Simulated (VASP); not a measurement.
# Rh (Pm-3m) in VASP: a series of runs, part 2 of 2

VASP 6.6.1. Earlier steps stand in the parts before.

### 5 Single point, RPBE

This run uses another cell than the first one, of 16.70 Å³/atom, 0.926 times its volume.

Input file INCAR:

```
SYSTEM = Rh
PREC     = Accurate       ! precision mode
ENCUT    = 520            ! plane-wave cutoff, eV
EDIFF    = 1E-7           ! SCF threshold, eV
ISMEAR   = -1             ! smearing method
SIGMA    = 0.1            ! smearing width, eV
LREAL    = .False.        ! projectors in reciprocal space
LASPH    = .True.         ! aspherical terms in the spheres
NELM     = 60             ! most SCF steps
ALGO     = Normal         ! electronic algorithm
ISIF     = 2              ! what is computed and relaxed
LWAVE    = .False.        ! write WAVECAR
LCHARG   = .True.         ! write CHGCAR
GGA      = RP             ! functional
LELF     = .True.         ! ELF
LVHAR    = .True.       
NBANDS   = 14             ! bands
```

Input file KPOINTS:

```
regular mesh
0
Gamma
  20 20 20
  0 0 0
```

Input file POSCAR:

```
Rh
1.0
    2.5560625817      0.0000000000      0.0000000000
    0.0000000000      2.5560625817      0.0000000000
    0.0000000000      0.0000000000      2.5560625817
Rh
1
Direct
    0.0000000000      0.0000000000      0.0000000000
```

Potentials or basis: VASP PAW PBE potentials, release 64 (Rh_pv).

On the command line:

```
$ cat potpaw_PBE.64/Rh_pv/POTCAR > POTCAR
$ mpirun -np 1 vasp_std > vasp.out
```

OUTCAR:

```text
SYSTEM = Rh
   PREC = Accurate
   ENCUT = 520
   EDIFF = 1E-7
   ISMEAR = -1
   LREAL = .False.
   LASPH = .True.
   NELM = 60
   ISIF = 2
   GGA = RP

 ion  position               nearest neighbor table
   1  0.000  0.000  0.000-

  LATTYP: Found a simple cubic cell.
 ALAT       =     2.5560625817

  Lattice vectors:

 A1 = (   2.5560625817,   0.0000000000,   0.0000000000)
 A2 = (   0.0000000000,   2.5560625817,   0.0000000000)
 A3 = (   0.0000000000,   0.0000000000,   2.5560625817)

Analysis of symmetry for initial positions (statically):
=====================================================================
 Subroutine PRICEL returns:
 Original cell was already a primitive cell.

 Routine SETGRP: Setting up the symmetry group for a
 simple cubic supercell.

 Subroutine GETGRP returns: Found 48 space group operations
 (whereof 48 operations were pure point group operations)
 out of a pool of 48 trial point group operations.

The static configuration has the point symmetry O_h .

Analysis of symmetry for dynamics (positions and initial velocities):
=====================================================================
[... 161 lines left out ...]
 Fermi energy:         8.9233533612

 k-point     1 :       0.0000    0.0000    0.0000
  band No.  band energies     occupation
      1     -37.0418      2.00000
      2     -37.0418      2.00000
      3     -37.0418      2.00000
      4       2.3943      2.00000
      5       4.0403      2.00000
      6       4.0403      2.00000
      7       9.6313      0.00168
      8       9.6313      0.00168
      9       9.6313      0.00168
     10      25.5950      0.00000
     11      25.5950      0.00000
     12      25.5950      0.00000
     13      30.2811      0.00000
     14      32.6998      0.00000
[... 377 lines left out ...]
      1     -37.2635      2.00000
      2     -37.0853      2.00000
      3     -37.0175      2.00000
      4       3.5695      2.00000
      5       4.4488      2.00000
      6       5.2098      2.00000
      7       8.6402      1.88868
      8       8.8791      1.21796
      9       9.4854      0.00722
     10      21.2309      0.00000
     11      25.2450      0.00000
     12      27.8528      0.00000
     13      30.0829      0.00000
     14      30.2868      0.00000

 [... further k-points ...]
[... 5 lines left out ...]
  --------------------------------------------------------------------------------------
  -------------------------------------------------------------------------------------
  Total        0.0053605      0.0053605      0.0053605     -0.0000000     -0.0000000      0.0000000
  in kB        0.5142819      0.5142819      0.5142819     -0.0000000     -0.0000000      0.0000000
  external PRESSURE =       0.5142819 kB  Pullay stress =       0.0000000 kB

 VOLUME and BASIS-vectors are now :
 -----------------------------------------------------------------------------
  energy-cutoff  :      520.00
  volume of cell :       16.70
      direct lattice vectors                 reciprocal lattice vectors
     2.556062582  0.000000000  0.000000000     0.391226728  0.000000000  0.000000000
     0.000000000  2.556062582  0.000000000     0.000000000  0.391226728  0.000000000
     0.000000000  0.000000000  2.556062582     0.000000000  0.000000000  0.391226728

 POSITION                                       TOTAL-FORCE (eV/Angst)
 -----------------------------------------------------------------------------------
      0.00000      0.00000      0.00000         0.000000      0.000000      0.000000
 -----------------------------------------------------------------------------------
    total drift:                               -0.000000     -0.000000     -0.000000

  FREE ENERGIE OF THE ION-ELECTRON SYSTEM (eV)
  ---------------------------------------------------
  free  energy   TOTEN  =        -5.8902553843 eV

  energy  without entropy=       -5.8298615883  energy(sigma->0) =       -5.86005849
```

OSZICAR:

```text
N       E                     dE             d eps       ncg     rms          rms(c)
DAV:   1     0.121769829688E+03    0.12177E+03   -0.88898E+03  8038   0.110E+03
DAV:   2    -0.449864846622E+01   -0.12627E+03   -0.11997E+03  8602   0.330E+02
DAV:   3    -0.611907546081E+01   -0.16204E+01   -0.16155E+01  9790   0.418E+01
DAV:   4    -0.612728227301E+01   -0.82068E-02   -0.82057E-02  9462   0.303E+00
DAV:   5    -0.612738784287E+01   -0.10557E-03   -0.10557E-03 10102   0.310E-01    0.679E+00
DAV:   6    -0.589231035505E+01    0.23508E+00   -0.45627E-01  9364   0.899E+00    0.280E+00
DAV:   7    -0.589069242159E+01    0.16179E-02   -0.11360E-02  9568   0.826E-01    0.151E+00
DAV:   8    -0.589028361697E+01    0.40880E-03   -0.18542E-03  9346   0.502E-01    0.594E-02
DAV:   9    -0.589025330023E+01    0.30317E-04   -0.48709E-05 10078   0.928E-02    0.148E-02
DAV:  10    -0.589025572601E+01   -0.24258E-05   -0.42883E-06  9352   0.227E-02    0.564E-03
DAV:  11    -0.589025531218E+01    0.41383E-06   -0.32082E-08  7792   0.213E-03    0.129E-03
DAV:  12    -0.589025538429E+01   -0.72119E-07   -0.14345E-08  5504   0.151E-03
   1 F= -.58902554E+01 E0= -.58600585E+01  d E =-.603938E-01
```

stdout:

```text
POSCAR found type information on POSCAR Rh
 POSCAR found :  1 types and       1 ions
 scaLAPACK will be used
 -----------------------------------------------------------------------------
|                                                                             |
|                                                                             |
|     You enforced a specific xc type in the INCAR file but a different       |
|     I HOPE YOU KNOW WHAT YOU ARE DOING!                                     |
|                                                                             |
 -----------------------------------------------------------------------------

 LDA part: xc-table for (Slater+PW92), standard interpolation
 POSCAR, INCAR and KPOINTS ok, starting setup
 FFT: planning ... GRIDC
 FFT: planning ... GRID_SOFT
 FFT: planning ... GRID
 WAVECAR not read
 entering main loop
```

It took 23 s on 1 thread of AMD EPYC 9R45 (Zen 5), shared host; peak memory 0.14 GiB.

Results:

* Free energy: -5.8903 eV
* Pressure: 0.1 GPa

Levels at points of the mesh, in eV from the Fermi level:
| k point | band 3 | band 4 | band 5 | band 6 | band 7 | band 8 | band 9 | band 10 | band 11 | band 12 |
| --- | --- | --- | --- | --- | --- | --- | --- | --- | --- | --- |
| (0.00, 0.00, 0.00) | -45.97 | -6.53 | -4.88 | -4.88 | 0.71 | 0.71 | 0.71 | 16.67 | 16.67 | 16.67 |
| (0.50, 0.00, 0.00) | -45.91 | -4.29 | -4.15 | -1.29 | -1.29 | 0.09 | 0.90 | 6.00 | 17.49 | 21.08 |
| (0.50, 0.50, 0.00) | -45.86 | -5.31 | -3.49 | -0.91 | -0.91 | 2.19 | 5.61 | 5.61 | 13.01 | 13.20 |
| (0.50, 0.50, 0.50) | -46.46 | -4.23 | -4.23 | -4.23 | 2.32 | 2.32 | 10.24 | 11.88 | 11.88 | 11.88 |

Caveat: the PAW data sets were made with another functional, which shifts forces and pressure a little.

### 6 Overview

```csv
task,cell,k mesh,cutoff (eV),gap on the mesh (eV),pressure (GPa)
single point,"a = 2.622 Å, 1 atom",14 × 14 × 14,520,none,-10.5
single point,"a = 2.654 Å, 1 atom",14 × 14 × 14,520,none,-14.0
relaxation of cell and atoms,"relaxed from a = 2.458 Å, 1 atom",13 × 13 × 13,600,none,0.1
single point,"a = 2.556 Å, 1 atom",20 × 20 × 20,520,none,0.1
```

Alike in all rows: level RPBE; potentials or basis VASP PAW PBE potentials, release 64 (Rh_pv); no spin polarisation; smearing fermi-dirac 0.1 eV.

Caveats: the PAW data sets were made with another functional, which shifts forces and pressure a little.

Total energies depend on the potentials used, so only differences within one code and one set of settings carry meaning.
